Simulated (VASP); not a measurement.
# V: single point with PBE

V:

```
V
1.0
    -1.49918    1.49918    1.49918
     1.49918   -1.49918    1.49918
     1.49918    1.49918   -1.49918
V
1
Direct
  0.00000 0.00000 0.00000
```

```json
{"Program": "VASP 6.6.1", "Task": "single point", "Functional": "PBE", "Potentials or basis": "VASP PAW PBE potentials, release 64 (V_sv)", "Cutoff": "520 eV", "k mesh": "15 × 15 × 15", "Occupations": "gaussian, width 0.1 eV", "Spin": "no spin polarisation", "Dipole correction": "no", "Further INCAR settings": "ALGO = Normal; EDIFF = 1e-07; NBANDS = 12"}
```

- Pressure: -0.3 GPa

Levels at points of the mesh, in eV from the Fermi level:
```
           k point  band 2  band 3  band 4  band 5  band 6  band 7  band 8  band 9  band 10  band 11
(0.00, 0.00, 0.00)  -37.03  -37.03  -37.03   -6.59    0.41    0.41    0.41    2.41     2.41    20.47
```

Run time: 24 s on 1 thread of Intel Xeon 8259CL, on a shared host, peak memory 0.14 GiB.
